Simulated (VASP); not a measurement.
# Sn (I4/mmm) in VASP: notebook, part 2 of 2

VASP 6.6.1.

**4. Single point, LDA (strain +0.0500 x Voigt [0, 0, 1, 0, 0, 0])**

INCAR reads:

```
SYSTEM = Sn
  PREC = Accurate
  ENCUT = 520
  EDIFF = 1E-7
  ISMEAR = 0
  SIGMA = 0.15
  LREAL = .False.
  LASPH = .True.
  NELM = 100
  ALGO = Fast
  ISIF = 2
  LWAVE = .False.
  LCHARG = .False.
  NBANDS = 13
```

KPOINTS reads:

```
regular mesh
0
Gamma
  18 18 18
  0 0 0
```

POSCAR reads:

```
Sn
1.0
   -1.8946518192      1.8946518192      1.9893844102
    1.8946518192     -1.8946518192      1.9893844102
    1.8946518192      1.8946518192     -1.9893844102
Sn
1
Direct
    0.0000000000      0.0000000000      0.0000000000
```

Potentials or basis: VASP PAW LDA potentials, release 64 (Sn_d).

Command:

```sh
$ cat potpaw_LDA.64/Sn_d/POTCAR > POTCAR
$ mpirun -np 1 vasp_std > vasp.out
```

OUTCAR:

```text
SYSTEM = Sn
   PREC = Accurate
   ENCUT = 520
   EDIFF = 1E-7
   ISMEAR = 0
   LREAL = .False.
   LASPH = .True.
   NELM = 100
   ISIF = 2

 ion  position               nearest neighbor table
   1  0.000  0.000  0.000-

  LATTYP: Found a body centered tetragonal cell.
 ALAT       =     3.7893036384
 C/A-ratio  =     1.0500000000

  Lattice vectors:

 A1 = (  -1.8946518192,   1.8946518192,   1.9893844102)
 A2 = (   1.8946518192,  -1.8946518192,   1.9893844102)
 A3 = (   1.8946518192,   1.8946518192,  -1.9893844102)

Analysis of symmetry for initial positions (statically):
=====================================================================
 Subroutine PRICEL returns:
 Original cell was already a primitive cell.

 Routine SETGRP: Setting up the symmetry group for a
 body centered tetragonal supercell.

 Subroutine GETGRP returns: Found 16 space group operations
 (whereof 16 operations were pure point group operations)
 out of a pool of 16 trial point group operations.

The static configuration has the point symmetry D_4h.

Analysis of symmetry for dynamics (positions and initial velocities):
=====================================================================
 Subroutine PRICEL returns:
 Original cell was already a primitive cell.

 Routine SETGRP: Setting up the symmetry group for a
 body centered tetragonal supercell.

 Subroutine GETGRP returns: Found 16 space group operations
 (whereof 16 operations were pure point group operations)
 out of a pool of 16 trial point group operations.

The dynamic configuration has the point symmetry D_4h.

 Subroutine INISYM returns: Found 16 space group operations
 (whereof 16 operations are pure point group operations),
 and found     1 'primitive' translations

----------------------------------------------------------------------------------------

                                     Primitive cell

  volume of cell :      28.5652

  direct lattice vectors                    reciprocal lattice vectors
    -1.894651819  1.894651819  1.989384410     0.000000000  0.263900731  0.251334029
     1.894651819 -1.894651819  1.989384410     0.263900731  0.000000000  0.251334029
     1.894651819  1.894651819 -1.989384410     0.263900731  0.263900731  0.000000000

  length of vectors
     3.337223601  3.337223601  3.337223601     0.364434343  0.364434343  0.373211993

  position of ions in fractional coordinates (direct lattice)
     0.000000000  0.000000000  0.000000000

  ion indices of the primitive-cell ions
   primitive index   ion index
                 1           1

----------------------------------------------------------------------------------------

 KPOINTS: regular mesh

Automatic generation of k-mesh.
 Grid dimensions read from file:
 generate k-points for:   18   18   18

 Generating k-lattice:

  Cartesian coordinates                     Fractional coordinates (reciprocal lattice)
     0.000000000  0.014661152  0.013963002     0.055555556  0.000000000  0.000000000
     0.014661152  0.000000000  0.013963002     0.000000000  0.055555556  0.000000000
     0.014661152  0.014661152  0.000000000     0.000000000  0.000000000  0.055555556

  Length of vectors
     0.020246352  0.020246352  0.020734000

  Shift w.r.t. Gamma in fractional coordinates (k-lattice)
     0.000000000  0.000000000  0.000000000

 Subroutine IBZKPT returns following result:
 ===========================================

 Found    480 irreducible k-points:

 Following reciprocal coordinates:
            Coordinates               Weight
  0.000000  0.000000  0.000000      1.000000
  0.055556  0.000000 -0.000000      8.000000
  0.111111  0.000000 -0.000000      8.000000
  0.166667  0.000000  0.000000      8.000000
  0.222222  0.000000 -0.000000      8.000000
  0.277778  0.000000 -0.000000      8.000000
[... 16 lines left out ...]
 -0.277778  0.055556  0.000000     16.000000
 -0.222222  0.055556  0.000000     16.000000
 [... further k-points ...]
   k-points           NKPTS =    480   k-points in BZ     NKDIM =    480   number of bands    NBANDS=     13
   number of dos      NEDOS =    301   number of ions     NIONS =      1
   total plane-waves  NPLWV =  21952
   dimension x,y,z NGX =    28 NGY =   28 NGZ =   28
   dimension x,y,z NGXF=    56 NGYF=   56 NGZF=   56
   ions per type =               1
   NGX,Y,Z   is equivalent  to a cutoff of  13.95, 13.95, 13.95 a.u.
   NGXF,Y,Z  is equivalent  to a cutoff of  27.90, 27.90, 27.90 a.u.
 SYSTEM =  Sn
   PREC   = accura    normal or accurate (medium, high low for compatibility)
   ISTART =      0    job   : 0-new  1-cont  2-samecut
   ICHARG =      2    charge: 1-file 2-atom 10-const
   ISPIN  =      1    spin polarized calculation?
   LNONCOLLINEAR =      F non collinear calculations
   LSORBIT =      F    spin-orbit coupling
   LASPH  =      T    aspherical Exc in radial PAW
   ENCUT  =  520.0 eV  38.22 Ry    6.18 a.u.   6.21  6.21  6.21*2*pi/ulx,y,z
   NELM   =    100;   NELMIN=  2; NELMDL= -5     # of ELM steps
   EDIFF  = 0.1E-06   stopping-criterion for ELM
   LREAL  =      F    real-space projection
   EDIFFG = 0.1E-05   stopping-criterion for IOM
   NSW    =      0    number of steps for IOM
   IBRION =     -1    ionic relax: 0-MD 1-quasi-New 2-CG
   NFREE  =      0    steps in history (QN), initial steepest desc. (CG)
   ISIF   =      2    stress and relaxation
   ISYM   =      2    0-nonsym 1-usesym 2-fastsym
   POTIM  = 0.5000    time-step for ionic-motion
   TEBEG  =    0.0;   TEEND  =   0.0 temperature during run
   PSTRESS=    0.0 pullay stress
   NELECT =      14.0000    total number of electrons
   NUPDOWN=      -1.0000    fix difference up-down
   EMIN   =  10.00;   EMAX   =-10.00  energy-range for DOS
   EFERMI =   0.00;   METHOD = LEGACY
   ISMEAR =     0;   SIGMA  =   0.15  broadening in eV -4-tet -1-fermi 0-gaus
   EFERMI_NEDOS =   21; number of points for ismear=-14 and -15
   IALGO  =     68    algorithm
   IMIX   =      4    mixing-type and parameters
     AMIX     =   0.40;   BMIX     =  1.00
     AMIX_MAG =   1.60;   BMIX_MAG =  1.00
  volume/ion in A,a.u.               =      28.57       192.77
  Fermi-wavevector in a.u.,A,eV,Ry     =   1.290739  2.439142 22.667393  1.666006
  Thomas-Fermi vector in A             =   2.422552
   LORBIT       =      0    0 simple, 1 ext, 2 COOP (PROOUT), +10 PAW based schemes
   GGA     = CA    functional components
   LHFCALC =     F    Hartree Fock is set to
   AEXX    =    0.0000 exact exchange contribution
   IVDW    =     0    specifies the selected vdW correction
   LEPSILON=     F    determine dielectric tensor
   LRPA    =     F    only Hartree local field effects (RPA)
 non-spin polarized calculation
 RMM-DIIS sequential band-by-band and
 Gauss-broadening in eV      SIGMA  =   0.15
  energy-cutoff  :      520.00
  volume of cell :       28.57
 maximum number of plane-waves:       782
 NGX is ok and might be reduce to    28
   NGX = 13   NGY = 13   NGZ = 13

 number of electron      14.0000003 magnetization

 Free energy of the ion-electron system (eV)
  ---------------------------------------------------
  ext. energy  EPLUGINS =         0.00000000
  ---------------------------------------------------
  free energy    TOTEN  =        -4.39295984 eV

  energy without entropy =       -4.38727964  energy(sigma->0) =       -4.39011974

 E-fermi :   7.2345     XC(G=0): -10.3731

 val. band max:        7.2318623170   @ k =  -0.4444   0.4444   0.4444
 cond. band min:       7.2404165621   @ k =  -0.2222   0.3333   0.1667
 fundamental gap:      0.0085542451
 Fermi energy:         7.2345464937

 k-point     1 :       0.0000    0.0000    0.0000
  band No.  band energies     occupation
      1     -14.2045      2.00000
      2     -14.2045      2.00000
      3     -14.1949      2.00000
      4     -14.0928      2.00000
      5     -14.0719      2.00000
      6      -3.5261      2.00000
      7      14.4691      0.00000
      8      14.6626      0.00000
      9      14.6626      0.00000
     10      18.9551      0.00000
     11      19.3856      0.00000
     12      19.3876      0.00000
     13      19.5972      0.00000
[... 353 lines left out ...]
 k-point    24 :      -0.2222    0.0556    0.0000
  band No.  band energies     occupation
      1     -14.2102      2.00000
      2     -14.1879      2.00000
      3     -14.1357      2.00000
      4     -14.1000      2.00000
      5     -14.0794      2.00000
      6      -2.6914      2.00000
      7      10.0767      0.00000
      8      12.6129      0.00000
      9      13.5756      0.00000
     10      16.9124      0.00000
     11      17.2478      0.00000
     12      18.5706      0.00000
     13      21.1907      0.00000

 [... further k-points ...]
[... 5 lines left out ...]
  --------------------------------------------------------------------------------------
  -------------------------------------------------------------------------------------
  Total       -0.9505060     -0.9505060     -0.8398647      0.0000000      0.0000000      0.0000000
  in kB      -53.3123627    -53.3123627    -47.1066682      0.0000000      0.0000000      0.0000000
  external PRESSURE =     -51.2437979 kB  Pullay stress =       0.0000000 kB

 VOLUME and BASIS-vectors are now :
 -----------------------------------------------------------------------------
  energy-cutoff  :      520.00
  volume of cell :       28.57
      direct lattice vectors                 reciprocal lattice vectors
    -1.894651819  1.894651819  1.989384410     0.000000000  0.263900731  0.251334029
     1.894651819 -1.894651819  1.989384410     0.263900731  0.000000000  0.251334029
     1.894651819  1.894651819 -1.989384410     0.263900731  0.263900731  0.000000000

 POSITION                                       TOTAL-FORCE (eV/Angst)
 -----------------------------------------------------------------------------------
      0.00000      0.00000      0.00000         0.000000     -0.000000     -0.000000
 -----------------------------------------------------------------------------------
    total drift:                               -0.000000     -0.000000     -0.000000

  FREE ENERGIE OF THE ION-ELECTRON SYSTEM (eV)
  ---------------------------------------------------
  free  energy   TOTEN  =        -4.3929598392 eV

  energy  without entropy=       -4.3872796388  energy(sigma->0) =       -4.39011974
```

Run time: 3 min. Hardware: 1 thread of Intel Xeon Platinum 8375C at 2.90GHz (Ice Lake), shared host; peak memory 0.27 GiB.

What came out:

```yaml
Free_energy: -4.3930 eV
Pressure: -5.1 GPa
Band_gap_on_the_k_mesh: zero (band 7 reaches 14.47 eV, above the bottom of band 8 at 4.99 eV)
```

Caveat: the cell differs from its parent crystal (strain +0.0500 x Voigt [0, 0, 1, 0, 0, 0]); spin-orbit coupling is left out, which moves the levels of the heavy elements.

**5. Overview**

| cell | further INCAR settings | gap on the mesh (eV) | pressure (GPa) |
| --- | --- | --- | --- |
| a = 3.228 Å, angles 108.1, 108.1, 112.2°, 1 atom | ALGO = Fast; EDIFF = 1e-06; NBANDS = 13 | none | -0.7 |
| a = 3.255 Å, angles 108.8, 108.8, 110.8°, 1 atom | ALGO = Fast; EDIFF = 1e-06; NBANDS = 13 | none | -2.0 |
| a = 3.337 Å, angles 110.8, 110.8, 106.8°, 1 atom | ALGO = Fast; EDIFF = 1e-07; NBANDS = 13 | none | -5.1 |

Alike in all rows: task single point; level LDA; potentials or basis VASP PAW LDA potentials, release 64 (Sn_d); no spin polarisation; k mesh 18 × 18 × 18; cutoff (eV) 520; smearing gaussian 0.15 eV.

Caveats: spin-orbit coupling is left out, which moves the levels of the heavy elements.

Absolute energies hang on the potentials; compare differences alone.
